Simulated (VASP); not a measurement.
Crystal: Ga.

```
CELL_PARAMETERS angstrom
1.17764 -2.33761 0.00000
1.17764 2.33761 0.00000
0.00000 0.00000 3.48539
ATOMIC_POSITIONS crystal
Ga 0.50000 0.50000 0.00000
```

| Quantity | Value |
| --- | --- |
| Program | VASP 6.6.1 |
| Task | relaxation of cell and atoms |
| Functional | PBE |
| Potentials or basis | VASP PAW PBE potentials, release 64 (Ga_d) |
| Cutoff | 600 eV |
| k mesh | 8 × 8 × 6 |
| Occupations | gaussian, width 0.1 eV |
| Spin | no spin polarisation |

At the start: pressure 14.0 GPa; volume 19.19 Å³/atom.

Q: Where does the relaxation end?

A: Over 14 steps the energy falls by 443.4 meV/atom and the volume is 19.68 Å³/atom (+2.6 %); space group P6/mmm (No. 191, to 0.05 Å).

The path:
```
step  energy change (eV)  largest force (eV/Å)  pressure (GPa)  volume (Å³)
   1              0.0000                0.0000           14.02        19.19
   2             -0.3380                0.0000           -3.68        24.00
   3             -0.3387                0.0000           -2.98        23.59
   4             -0.3389                0.0000           -3.16        23.70
   5             -0.3956                0.0000           -3.13        22.55
   6             -0.4323                0.0000           -2.40        21.28
   7             -0.4334                0.0000           -1.99        20.90
   8             -0.4336                0.0000           -2.10        21.01
   9             -0.4414                0.0000            0.22        19.85
  10             -0.4417                0.0000           -0.09        20.04
  11             -0.4417                0.0000           -0.18        20.07
  12             -0.4424                0.0000           -0.28        19.94
  13             -0.4433                0.0000            0.01        19.55
  14             -0.4434                0.0000           -0.14        19.68
```

Final structure:
```yaml
crystal:
  lattice:
    - [1.39225, -2.44008, 0.00000]
    - [1.39225, 2.44008, 0.00000]
    - [0.00000, 0.00000, 2.89717]
  atoms:
    - { symbol: Ga, position: [0.50000, 0.50000, 0.00000] }
```

Caveat: the k points lie up to 0.36 Å⁻¹ apart in the final cell.
